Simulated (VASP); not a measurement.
Input of a VASP 6.6.1 run:

File INCAR:

```
PREC     = Accurate       # precision mode
ENCUT    = 520            # plane-wave cutoff, eV
EDIFF    = 1E-6           # SCF threshold, eV
ISMEAR   = 0              # smearing method
SIGMA    = 0.15           # smearing width, eV
LREAL    = False          # projectors in reciprocal space
LASPH    = True           # aspherical terms in the spheres
NELM     = 100            # most SCF steps
ALGO     = Fast           # electronic algorithm
ISIF     = 2              # what is computed and relaxed
LWAVE    = False          # write WAVECAR
LCHARG   = False          # write CHGCAR
NBANDS   = 14             # bands
```

The input KPOINTS:

```
regular mesh
0
Gamma
  24 24 24
```

Contents of POSCAR:

```
Rh
1.0
    0.0000000000      2.0074039489      1.7062933566
    2.0074039489      0.0000000000      1.7062933566
    2.0074039489      2.0074039489      0.0000000000
Rh
1
Direct
    0.0000000000      0.0000000000      0.0000000000
```

Potentials or basis: VASP PAW LDA potentials, release 64 (Rh_pv).

Launch:

```console
$ cat potpaw_LDA.64/Rh_pv/POTCAR > POTCAR
$ mpirun -np 1 vasp_std > vasp.out
```

(1) What does it give for the pressure?

## Answers

(1) -7.2 GPa.
